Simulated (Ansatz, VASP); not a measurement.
One calculation of Ni, two programs

INCAR

```
SYSTEM = Ni
  ALGO = Normal
  EDIFF = 1E-7
  ENCUT = 520
  GGA = PS
  ISIF = 2
  ISMEAR = -1
  ISPIN = 2
  LASPH = .TRUE.
  LCHARG = .FALSE.
  LMAXMIX = 4
  LORBIT = 11
  LREAL = .FALSE.
  LWAVE = .FALSE.
  MAGMOM = 0.529
  NBANDS = 15
  NELM = 150
  PREC = Accurate
  SIGMA = 0.05
```

Contents of KPOINTS:

```
k-points
0
G
  15 15 15
  0 0 0
```

POSCAR

```
Ni
1.0
    2.2256174473      0.0000000000      0.0000000000
    0.0000000000      2.2256174473      0.0000000000
    0.0000000000      0.0000000000      2.2256174473
Ni
1
Direct
    0.0000000000      0.0000000000      0.0000000000
```

Input for Ansatz:

```yaml
crystal:
  lattice:
    - [2.2256174473, 0.0, 0.0]
    - [0.0, 2.2256174473, 0.0]
    - [0.0, 0.0, 2.2256174473]
  atoms:
    - { symbol: Ni, position: [0.0, 0.0, 0.0], spin: 0.529 }
hamiltonian:
  xc: pbesol
  pseudopotentials:
    kind: paw
    azcp:
      Ni: "pseudopotentials/Ni.paw.azcp"
basis:
  ecutwfc: 420
  fft_grid_basis: typed
kpoints:
  mp_grid: { grid: [15, 15, 15], shift: [0, 0, 0] }
magnetization:
  spin_polarized: true
scf:
  occupations: { method: fermi_dirac, width: 0.05 }
  lower_state_search: "off"
output:
  stress: true
  write_density: true
  write_potential: true
  elf: true
  volumetric_format: npy
```

Alike in both runs: task single point; functional PBEsol; k mesh 15 × 15 × 15; occupations fermi-dirac, width 0.05 eV; collinear spin.

|  | VASP | Ansatz |
| --- | --- | --- |
| version | VASP 6.6.1 | Ansatz 0.2.0 |
| potentials or method | VASP PAW PBE potentials, release 64 (Ni), cutoff 520 eV | plane waves (420 eV) with PAW, scalar-relativistic |
| valence electrons in the cell | 10 | 18 |

VASP gave:

| Quantity | Value |
| --- | --- |
| pressure (GPa) | 16.7 |
| net moment per atom (μB) | 0.39 |
| size of the moment on the site where the two differ most (μB) | 0.39 |

**Question.** What did Ansatz give for the same quantities?

**Answer.** Pressure (GPa): 17.0; net moment per atom (μB): 0.40; size of the moment on the site where the two differ most (μB): 0.41.

VASP's potentials were made for PBE, not for PBEsol, and Ansatz warns of the same on its side. Site moments also hang on the region over which each program counts them. VASP's potentials hold 10 valence electrons a cell and Ansatz's 18, so a difference there can come from the potentials and not from the codes.
